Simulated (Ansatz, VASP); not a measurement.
# One calculation of Hf, two programs

INCAR

```
ALGO = Normal
EDIFF = 1E-6
ENCUT = 520
GGA = PS
ISIF = 2
ISMEAR = -1
LASPH = True
LCHARG = False
LREAL = False
LWAVE = False
NBANDS = 28
NELM = 60
PREC = Accurate
SIGMA = 0.05
```

File KPOINTS:

```
k-points
0
Gamma
  10 7 6
```

POSCAR

```
Hf
1.0
   -1.5794328365      2.7356579199      0.0000000000
    0.0000000000      0.0000000000      4.9986711415
    4.7382985094      2.7356579199      0.0000000000
Hf
4
Direct
    0.5000000000      0.2500000000      0.1666666670
    0.0000000000      0.2500000000      0.6666666670
    0.0000000000      0.7500000000      0.3333333330
    0.5000000000      0.7500000000      0.8333333330
```

Input for Ansatz:

```yaml
crystal:
  lattice:
    - [-1.5794328365, 2.7356579199, 0.0]
    - [0.0, 0.0, 4.9986711415]
    - [4.7382985094, 2.7356579199, 0.0]
  atoms:
    - { symbol: Hf, position: [0.5, 0.25, 0.166666667] }
    - { symbol: Hf, position: [0.0, 0.25, 0.666666667] }
    - { symbol: Hf, position: [0.0, 0.75, 0.333333333] }
    - { symbol: Hf, position: [0.5, 0.75, 0.833333333] }
kpoints:
  mp_grid: { grid: [10, 7, 6] }
scf:
  occupations: { method: fermi_dirac, width: 0.05 }
hamiltonian:
  xc: pbesol
  pseudopotentials: { kind: all_electron, lapw: { basis_error: 0.001 } }
output:
  forces: true
  stress: true
  eigenvalues: true
```

Alike in both runs: task single point; functional PBEsol; k mesh 10 × 7 × 6; occupations fermi-dirac, width 0.05 eV; no spin polarisation.

```csv
,VASP,Ansatz
version,VASP 6.6.1,Ansatz 0.2.0
potentials or method,"VASP PAW PBE potentials, release 64 (Hf_pv), cutoff 520 eV","all-electron LAPW, scalar-relativistic"
```

Ansatz gave:

```
pressure (GPa)                                                : 0.0
traceless stress, the component that is largest in VASP (GPa) : -0.16
```

Problem. Which values does VASP return?

Solution. Pressure (GPa): -0.4; traceless stress, the component that is largest in VASP (GPa): -0.23.

VASP's potentials were made for PBE, not for PBEsol. Ansatz ran all-electron here, and VASP with PAW potentials.

Neither program's run includes spin-orbit coupling.
